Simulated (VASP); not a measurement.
A run of VASP 6.6.1:

File INCAR:

```
SYSTEM = SnPb3O4
PREC = Accurate ; ENCUT = 520
EDIFF = 1E-6 ; ISMEAR = -1
SIGMA = 0.02 ; LREAL = .False.
LASPH = .True. ; NELM = 80
ALGO = Normal ; ISIF = 2
LWAVE = .False. ; LCHARG = .False.
GGA = PE ; NBANDS = 50
```

The input KPOINTS:

```
Automatic mesh
0
Gamma
  6 4 6
  0 0 0
```

File POSCAR:

```
SnPb3O4
1.0
    3.9259003800      0.0000000000      0.0000000000
    0.0000000000      7.8583871409      0.0000000000
    0.0000000000      0.0000000000      4.9612811066
Sn Pb O
1 3 4
Direct
    0.5000000000      0.0000000000      0.7782188788
    0.0000000000      0.2446887660      0.2440958842
    0.5000000000      0.5000000000      0.7614213858
    0.0000000000      0.7553112340      0.2440958842
    0.5000000000      0.2387145427     -0.0069060733
    0.0000000000      0.0000000000     -0.0177110607
    0.5000000000      0.7612854573     -0.0069060733
    0.0000000000      0.5000000000      0.0036911740
```

Potentials or basis: VASP PAW PBE potentials, release 64 (Sn_d, Pb_d, O).

The run is started by

```sh
$ cat potpaw_PBE.64/Sn_d/POTCAR potpaw_PBE.64/Pb_d/POTCAR potpaw_PBE.64/O/POTCAR > POTCAR
$ mpirun -np 1 vasp_std > vasp.out
```

Hardware: 1 thread of Oxide Virtual Turin-like Processor, on a shared host.

How long does it take, and how much memory?

It took 7.1 min on 1 thread of Oxide Virtual Turin-like Processor (shared host), peak memory 0.43 GiB. Counts: scf iterations 15, k points 48.
